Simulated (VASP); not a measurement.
# Tl (P6_3/mmc) in VASP: a series of runs, part 2 of 2

VASP 6.6.1.

## Step 3: Single point, PBE

This run uses another cell than the first one, of 25.18 Å³/atom.

Contents of INCAR:

```
SYSTEM = Tl
PREC = Accurate ; ENCUT = 520
EDIFF = 1E-7 ; ISMEAR = -1
SIGMA = 0.1 ; LREAL = .FALSE.
LASPH = .TRUE. ; NELM = 60
ALGO = Normal ; ISIF = 2
LWAVE = .FALSE. ; LCHARG = .FALSE.
GGA = PE ; NBANDS = 20
```

Contents of KPOINTS:

```
Automatic mesh
0
G
  14 14 8
  0 0 0
```

Contents of POSCAR:

```
Tl
1.0
    3.2903489221      0.0000000000      0.0000000000
   -1.6451744610      2.8495257539      0.0000000000
    0.0000000000      0.0000000000      5.3720607021
Tl
2
Direct
    0.3333333333      0.6666666667      0.2500000000
    0.6666666667      0.3333333333      0.7500000000
```

Potentials or basis: VASP PAW PBE potentials, release 64 (Tl_d).

Started as:

```console
> cat potpaw_PBE.64/Tl_d/POTCAR > POTCAR
> mpirun -np 1 vasp_std > vasp.out
```

OUTCAR:

```text
SYSTEM = Tl
   PREC = Accurate
   ENCUT = 520
   EDIFF = 1E-7
   ISMEAR = -1
   LREAL = .FALSE.
   LASPH = .TRUE.
   NELM = 60
   ISIF = 2
   GGA = PE

 ion  position               nearest neighbor table
   1  0.333  0.667  0.250-   2 3.29   2 3.29   2 3.29   2 3.29   2 3.29   2 3.29
   2  0.667  0.333  0.750-   1 3.29   1 3.29   1 3.29   1 3.29   1 3.29   1 3.29

  LATTYP: Found a hexagonal cell.
 ALAT       =     3.2903489221
 C/A-ratio  =     1.6326720446

  Lattice vectors:

 A1 = (   3.2903489221,   0.0000000000,   0.0000000000)
 A2 = (  -1.6451744610,   2.8495257539,   0.0000000000)
 A3 = (   0.0000000000,   0.0000000000,   5.3720607021)

Analysis of symmetry for initial positions (statically):
=====================================================================
 Subroutine PRICEL returns:
 Original cell was already a primitive cell.

 Routine SETGRP: Setting up the symmetry group for a
 hexagonal supercell.

 Subroutine GETGRP returns: Found 24 space group operations
 (whereof 12 operations were pure point group operations)
 out of a pool of 24 trial point group operations.

The static configuration has the point symmetry D_3d.
[... 159 lines left out ...]

  energy without entropy =       -4.10780774  energy(sigma->0) =       -4.12140546

 E-fermi :   8.0855     XC(G=0): -10.8439

 val. band max:        8.0814732945   @ k =   0.3571   0.0000   0.5000
 cond. band min:       8.0957440986   @ k =   0.2857   0.1429   0.0000
 fundamental gap:      0.0142708041
 Fermi energy:         8.0855482458

 k-point     1 :       0.0000    0.0000    0.0000
  band No.  band energies     occupation
      1      -4.1578      2.00000
      2      -3.8091      2.00000
      3      -3.7576      2.00000
      4      -3.7576      2.00000
      5      -3.6865      2.00000
      6      -3.6865      2.00000
[... 541 lines left out ...]
     19      14.9333      0.00000
     20      23.7553      0.00000

 [... further k-points ...]

------------------------ aborting loop because EDIFF is reached ----------------------------------------

  FORCE on cell =-STRESS in cart. coord.  units (eV):
  Direction    XX          YY          ZZ          XY          YZ          ZX
  --------------------------------------------------------------------------------------
  -------------------------------------------------------------------------------------
  Total        3.3189512      3.3189512      3.2952162      0.0000000      0.0000000      0.0000000
  in kB      105.5737606    105.5737606    104.8187674      0.0000000      0.0000000      0.0000000
  external PRESSURE =     105.3220962 kB  Pullay stress =       0.0000000 kB

 VOLUME and BASIS-vectors are now :
 -----------------------------------------------------------------------------
  energy-cutoff  :      520.00
  volume of cell :       50.37
      direct lattice vectors                 reciprocal lattice vectors
     3.290348922  0.000000000  0.000000000     0.303919136  0.175467795  0.000000000
    -1.645174461  2.849525754  0.000000000     0.000000000  0.350935589  0.000000000
     0.000000000  0.000000000  5.372060702     0.000000000  0.000000000  0.186148306

 POSITION                                       TOTAL-FORCE (eV/Angst)
 -----------------------------------------------------------------------------------
     -0.00000      1.89968      1.34302         0.000000      0.000000      0.000000
      1.64517      0.94984      4.02905        -0.000000      0.000000      0.000000
 -----------------------------------------------------------------------------------
    total drift:                               -0.000000      0.000000     -0.000000

  FREE ENERGIE OF THE ION-ELECTRON SYSTEM (eV)
  ---------------------------------------------------
  free  energy   TOTEN  =        -4.1350031867 eV

  energy  without entropy=       -4.1078077399  energy(sigma->0) =       -4.12140546
```

OSZICAR:

```text
N       E                     dE             d eps       ncg     rms          rms(c)
DAV:   1     0.134087428633E+03    0.13409E+03   -0.14458E+04  4816   0.126E+03
DAV:   2    -0.165739876613E+01   -0.13574E+03   -0.13313E+03  5276   0.285E+02
DAV:   3    -0.419624253373E+01   -0.25388E+01   -0.25308E+01  5576   0.345E+01
DAV:   4    -0.420985679391E+01   -0.13614E-01   -0.13613E-01  5124   0.280E+00
DAV:   5    -0.421002109141E+01   -0.16430E-03   -0.16430E-03  5396   0.307E-01    0.483E+00
DAV:   6    -0.414813149471E+01    0.61890E-01   -0.95062E-02  5072   0.258E+00    0.325E+00
DAV:   7    -0.413647434649E+01    0.11657E-01   -0.53648E-02  5148   0.193E+00    0.725E-01
DAV:   8    -0.413499036483E+01    0.14840E-02   -0.72673E-03  5024   0.657E-01    0.488E-02
DAV:   9    -0.413499804611E+01   -0.76813E-05   -0.50451E-05  5456   0.585E-02    0.153E-02
DAV:  10    -0.413500279829E+01   -0.47522E-05   -0.63263E-06  5372   0.220E-02    0.291E-03
DAV:  11    -0.413500320937E+01   -0.41108E-06   -0.11419E-06  5264   0.796E-03    0.136E-03
DAV:  12    -0.413500318672E+01    0.22656E-07   -0.77445E-08  2712   0.245E-03
   1 F= -.41350032E+01 E0= -.41214055E+01  d E =-.271954E-01
```

stdout:

```text
POSCAR found type information on POSCAR Tl
 POSCAR found :  1 types and       2 ions
 scaLAPACK will be used
 LDA part: xc-table for (Slater+PW92), standard interpolation
 POSCAR, INCAR and KPOINTS ok, starting setup
 FFT: planning ... GRIDC
 FFT: planning ... GRID_SOFT
 FFT: planning ... GRID
 WAVECAR not read
 entering main loop
```

It took 38 s on 1 thread of AMD EPYC 9R45 (Zen 5), shared host; peak memory 0.2 GiB.

What came out:

```
Free energy            : -4.1350 eV
Pressure               : 10.5 GPa
Band gap on the k mesh : zero (bands 13 and 14 overlap by 6.50 eV)
```

Caveat: the cell stands under pressure; spin-orbit coupling is left out, which moves the levels of the heavy elements.

## Step 4: Single point, PBE (25.18 Å³/atom)

This run uses another cell than the first one, of 25.18 Å³/atom.

Contents of INCAR:

```
PREC     = Accurate       # precision mode
ENCUT    = 520            # plane-wave cutoff, eV
EDIFF    = 1E-6           # SCF threshold, eV
ISMEAR   = -1             # smearing method
SIGMA    = 0.1            # smearing width, eV
LREAL    = False          # projectors in reciprocal space
LASPH    = True           # aspherical terms in the spheres
NELM     = 80             # most SCF steps
ALGO     = Normal         # electronic algorithm
ISIF     = 2              # what is computed and relaxed
LWAVE    = False          # write WAVECAR
LCHARG   = True           # write CHGCAR
GGA      = PE             # functional
LELF     = True           # ELF
LVHAR    = True         
NBANDS   = 20             # bands
```

Contents of KPOINTS:

```
Automatic mesh
0
Gamma
  14 14 8
```

POSCAR is that of step 3.

Potentials or basis: VASP PAW PBE potentials, release 64 (Tl_d).

Started as:

```console
> cat potpaw_PBE.64/Tl_d/POTCAR > POTCAR
> mpirun -np 1 vasp_std > vasp.out
```

OUTCAR:

```text
PREC = Accurate
   ENCUT = 520
   EDIFF = 1E-6
   ISMEAR = -1
   LREAL = False
   LASPH = True
   NELM = 80
   ISIF = 2
   GGA = PE

 ion  position               nearest neighbor table
   1  0.333  0.667  0.250-   2 3.29   2 3.29   2 3.29   2 3.29   2 3.29   2 3.29
   2  0.667  0.333  0.750-   1 3.29   1 3.29   1 3.29   1 3.29   1 3.29   1 3.29

  LATTYP: Found a hexagonal cell.
 ALAT       =     3.2903489221
 C/A-ratio  =     1.6326720446

  Lattice vectors:

[... 738 lines left out ...]
 [... further k-points ...]

------------------------ aborting loop because EDIFF is reached ----------------------------------------

  FORCE on cell =-STRESS in cart. coord.  units (eV):
  Direction    XX          YY          ZZ          XY          YZ          ZX
  --------------------------------------------------------------------------------------
  -------------------------------------------------------------------------------------
  Total        3.3144209      3.3144209      3.2904678      0.0000000      0.0000000      0.0000000
  in kB      105.4296565    105.4296565    104.6677233      0.0000000      0.0000000      0.0000000
  external PRESSURE =     105.1756787 kB  Pullay stress =       0.0000000 kB

 VOLUME and BASIS-vectors are now :
 -----------------------------------------------------------------------------
  energy-cutoff  :      520.00
  volume of cell :       50.37
      direct lattice vectors                 reciprocal lattice vectors
     3.290348922  0.000000000  0.000000000     0.303919136  0.175467795  0.000000000
    -1.645174461  2.849525754  0.000000000     0.000000000  0.350935589  0.000000000
     0.000000000  0.000000000  5.372060702     0.000000000  0.000000000  0.186148306

 POSITION                                       TOTAL-FORCE (eV/Angst)
 -----------------------------------------------------------------------------------
     -0.00000      1.89968      1.34302        -0.000000      0.000000      0.000000
      1.64517      0.94984      4.02905         0.000000     -0.000000      0.000000
 -----------------------------------------------------------------------------------
    total drift:                               -0.000000      0.000000     -0.000000

  FREE ENERGIE OF THE ION-ELECTRON SYSTEM (eV)
  ---------------------------------------------------
  free  energy   TOTEN  =        -4.1350032032 eV

  energy  without entropy=       -4.1078077885  energy(sigma->0) =       -4.12140550
```

stdout:

```text
POSCAR found type information on POSCAR Tl
 POSCAR found :  1 types and       2 ions
 scaLAPACK will be used
 LDA part: xc-table for (Slater+PW92), standard interpolation
 POSCAR, INCAR and KPOINTS ok, starting setup
 FFT: planning ... GRIDC
 FFT: planning ... GRID_SOFT
 FFT: planning ... GRID
 WAVECAR not read
 entering main loop
```

Run time: 46 s. Hardware: 1 thread of AMD EPYC 9R45 (Zen 5), shared host; peak memory 0.2 GiB.

What came out:

```yaml
Free_energy: -4.1350 eV
Pressure: 10.5 GPa
Band_gap_on_the_k_mesh: zero (bands 13 and 14 overlap by 6.50 eV)
```

Levels at points of the mesh, in eV from the Fermi level:
```
           k point  band 11  band 12  band 13  band 14  band 15  band 16
(0.00, 0.00, 0.00)   -11.06    -5.34    -3.55     9.08     9.08    10.60
(0.50, 0.00, 0.00)    -5.87    -4.94    -0.67     0.26     1.27     4.00
(0.00, 0.00, 0.50)    -9.44    -9.44     3.40     3.40    10.11    10.11
(0.50, 0.00, 0.50)    -4.65    -4.65    -2.78    -2.78     6.11     6.11
```

Caveat: the cell stands under pressure; spin-orbit coupling is left out, which moves the levels of the heavy elements.

The gap in the log of VASP goes by the Fermi energy; the results here count the filled bands.